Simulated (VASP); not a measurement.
# WSe2 in VASP: further runs, part 2 of 2

VASP 6.6.1. The steps go on from the part before.

## Step 4: Single point, PBE+D3(BJ) (layers slid over each other)

The input, INCAR:

```
SYSTEM = WSe2
  PREC = Accurate
  ENCUT = 520
  EDIFF = 1E-7
  ISMEAR = 0
  SIGMA = 0.05
  LREAL = .FALSE.
  LASPH = .TRUE.
  NELM = 60
  ALGO = Normal
  ISIF = 2
  LWAVE = .FALSE.
  LCHARG = .FALSE.
  LDIPOL = .TRUE.
  IDIPOL = 3
  DIPOL = 0.5 0.5 0.389
  GGA = PE
  IVDW = 12
  NBANDS = 35
```

The input, KPOINTS:

```
regular mesh
0
G
  9 9 1
  0 0 0
```

The input, POSCAR:

```
WSe2
1.0
    3.2854927591      0.0000000000      0.0000000000
   -1.6427463796      2.8453201933      0.0000000000
    0.0000000000      0.0000000000     24.2386469112
Se W
4 2
Direct
    0.3333333333      0.6666666667      0.1856539277
    0.3333333333      0.6666666667      0.3246601794
    0.5000000000      1.3333333333      0.4529676717
    0.5000000000      1.3333333333      0.5919739235
    0.6666666667      0.3333333333      0.2551570535
    0.1666666667      1.6666666667      0.5224707976
```

Potentials or basis: VASP PAW PBE potentials, release 64 (Se, W_sv).

On the command line:

```
$ cat potpaw_PBE.64/Se/POTCAR potpaw_PBE.64/W_sv/POTCAR > POTCAR
$ mpirun -np 1 vasp_std > vasp.out
```

OUTCAR:

```text
SYSTEM = WSe2
   PREC = Accurate
   ENCUT = 520
   EDIFF = 1E-7
   ISMEAR = 0
   LREAL = .FALSE.
   LASPH = .TRUE.
   NELM = 60
   ISIF = 2
   GGA = PE
   IVDW = 12
 IVDW          = 12

 ion  position               nearest neighbor table
   1  0.333  0.667  0.186-   5 2.54   5 2.54   5 2.54
   2  0.333  0.667  0.325-   5 2.54   5 2.54   5 2.54
   3  0.500  0.333  0.453-   6 2.54   6 2.54   6 2.54
   4  0.500  0.333  0.592-   6 2.54   6 2.54   6 2.54
   5  0.667  0.333  0.255-   1 2.54   1 2.54   1 2.54   2 2.54   2 2.54   2 2.54
   6  0.167  0.667  0.522-   3 2.54   4 2.54   3 2.54   4 2.54   3 2.54   4 2.54

  LATTYP: Found a hexagonal cell.
 ALAT       =     3.2854927591
 C/A-ratio  =     7.3774768926

  Lattice vectors:

 A1 = (   3.2854927591,   0.0000000000,   0.0000000000)
 A2 = (  -1.6427463796,   2.8453201933,   0.0000000000)
 A3 = (   0.0000000000,   0.0000000000,  24.2386469112)

Analysis of symmetry for initial positions (statically):
=====================================================================
 Subroutine PRICEL returns:
 Original cell was already a primitive cell.

 Routine SETGRP: Setting up the symmetry group for a
 hexagonal supercell.

 Subroutine GETGRP returns: Found  2 space group operations
 (whereof  1 operations were pure point group operations)
 out of a pool of 24 trial point group operations.

The static configuration has the point symmetry C_1 .
 The point group associated with its full space group is S_2 .

Analysis of symmetry for dynamics (positions and initial velocities):
=====================================================================
 Subroutine PRICEL returns:
 Original cell was already a primitive cell.

 Routine SETGRP: Setting up the symmetry group for a
 hexagonal supercell.

 Subroutine GETGRP returns: Found  2 space group operations
 (whereof  1 operations were pure point group operations)
 out of a pool of 24 trial point group operations.

The dynamic configuration has the point symmetry C_1 .
 The point group associated with its full space group is S_2 .

[... 136 lines left out ...]
   LRPA    =     F    only Hartree local field effects (RPA)
 non-spin polarized calculation
 Gauss-broadening in eV      SIGMA  =   0.05
  energy-cutoff  :      520.00
  volume of cell :      226.59
 maximum number of plane-waves:      6144
   NGX = 13   NGY = 13   NGZ = 91

 dipolmoment           0.000000      0.000000      0.000000 electrons x Angstroem

 number of electron      51.9999987 magnetization

 dipolmoment           0.000000      0.000000     -0.000000 electrons x Angstroem

 Free energy of the ion-electron system (eV)
  ---------------------------------------------------
  ext. energy  EPLUGINS =         0.00000000
  ---------------------------------------------------
  free energy    TOTEN  =       -43.15042039 eV

  energy without entropy =      -43.15042039  energy(sigma->0) =      -43.15042039

 E-fermi :   1.3401     XC(G=0):  -6.2031

 val. band max:        0.9715122918   @ k =   0.0000   0.0000   0.0000
 cond. band min:       2.3583120992   @ k =   0.2222   0.1111   0.0000
 fundamental gap:      1.3867998074
 Fermi energy:         1.3401110081

 k-point     1 :       0.0000    0.0000    0.0000
  band No.  band energies     occupation
      1     -73.1786      2.00000
      2     -73.1786      2.00000
      3     -37.4250      2.00000
      4     -37.4250      2.00000
      5     -37.2907      2.00000
      6     -37.2907      2.00000
[... 901 lines left out ...]
     34       5.3264      0.00000
     35       6.2772      0.00000

 [... further k-points ...]

------------------------ aborting loop because EDIFF is reached ----------------------------------------

 vacuum level on the upper side and lower side of the slab       (xc-potential included)        -0.072        -0.072

 Edisp (eV)   -2.40250

 E8    (eV) :    -1.1044

  FORCE on cell =-STRESS in cart. coord.  units (eV):
  Direction    XX          YY          ZZ          XY          YZ          ZX
  --------------------------------------------------------------------------------------
  -------------------------------------------------------------------------------------
  Total      -0.01821     0.04262     0.21631    -0.05784    -0.14217     0.33535
  in kB      -0.12873     0.30137     1.52952    -0.40897    -1.00523     2.37119
  external pressure =        0.57 kB  Pullay stress =        0.00 kB

 VOLUME and BASIS-vectors are now :
 -----------------------------------------------------------------------------
  energy-cutoff  :      520.00
  volume of cell :      226.59
      direct lattice vectors                 reciprocal lattice vectors
     3.285492759  0.000000000  0.000000000     0.304368347  0.175727147  0.000000000
    -1.642746380  2.845320193  0.000000000     0.000000000  0.351454294  0.000000000
     0.000000000  0.000000000 24.238646911     0.000000000  0.000000000  0.041256428

 POSITION                                       TOTAL-FORCE (eV/Angst)
 -----------------------------------------------------------------------------------
     -0.00000      1.89688      4.50000         0.005917      0.000132     -0.035142
     -0.00000      1.89688      7.86932        -0.053803      0.027241     -0.001739
      1.09516      0.94844     10.97932         0.053803     -0.027241      0.001739
      1.09516      0.94844     14.34865        -0.005917     -0.000132      0.035142
      1.64275      0.94844      6.18466        -0.034976      0.008623      0.013368
     -0.54758      1.89688     12.66399         0.034976     -0.008623     -0.013368
 -----------------------------------------------------------------------------------
    total drift:                                0.000000     -0.000000      0.000008

  FREE ENERGIE OF THE ION-ELECTRON SYSTEM (eV)
  ---------------------------------------------------
  free  energy   TOTEN  =       -45.5529174161 eV

  energy  without entropy=      -45.5529174161  energy(sigma->0) =      -45.55291742

 vacuum level on the upper side and lower side of the slab         5.866         5.866
```

OSZICAR:

```text
N       E                     dE             d eps       ncg     rms          rms(c)
DAV:   1     0.465530588355E+03    0.46553E+03   -0.27268E+04  3398   0.130E+03
DAV:   2    -0.127569866547E+02   -0.47829E+03   -0.46321E+03  3600   0.328E+02
DAV:   3    -0.441468279476E+02   -0.31390E+02   -0.30991E+02  3580   0.807E+01
[... 16 lines left out ...]
DAV:  20    -0.431504148290E+02   -0.90804E-05   -0.41479E-07  2898   0.119E-03    0.584E-04
DAV:  21    -0.431504197677E+02   -0.49387E-05   -0.36261E-07  2510   0.896E-04    0.289E-04
DAV:  22    -0.431504201663E+02   -0.39857E-06   -0.17289E-08  2486   0.327E-04    0.216E-04
DAV:  23    -0.431504203390E+02   -0.17268E-06   -0.50429E-09  1882   0.145E-04    0.159E-04
DAV:  24    -0.431504203892E+02   -0.50182E-07   -0.18403E-09  1852   0.896E-05
   1 F= -.45552917E+02 E0= -.45552917E+02  d E =-.870442E-27
```

Run time: 3.4 min. Hardware: 1 thread of Intel Xeon 6975P-C (Granite Rapids), shared host; peak memory 0.48 GiB.

What came out:

```
Free energy                : -45.5529 eV
Largest force              : 0.060 eV/Å
Band gap on the k mesh     : 1.39 eV (least direct gap 1.62 eV)
Dispersion energy per atom : -0.400 eV
```

Forces in eV/Å, atoms in the order of the input:
```
Se   0.006  0.000 -0.035
Se  -0.054  0.027 -0.002
Se   0.054 -0.027  0.002
Se  -0.006  0.000  0.035
W   -0.035  0.009  0.013
W    0.035 -0.009 -0.013
```

Caveat: the cell differs from its parent crystal (layers slid over each other); spin-orbit coupling is left out, which moves the levels of the heavy elements.

## Step 5: The runs side by side

| cell | gap on the mesh (eV) | largest force (eV/Å) |
| --- | --- | --- |
| as given, atomic positions A | 1.34 | 0.16 |
| as given, atomic positions B | 1.27 | 0.36 |
| as given, atomic positions C | 1.39 | 0.06 |

Alike in all rows: task single point; level PBE+D3(BJ); potentials or basis VASP PAW PBE potentials, release 64 (Se, W_sv); no spin polarisation; k mesh 9 × 9 × 1; cutoff (eV) 520; smearing gaussian 0.05 eV.

Caveats: spin-orbit coupling is left out, which moves the levels of the heavy elements.

Total energies depend on the potentials used, so only differences within one code and one set of settings carry meaning.
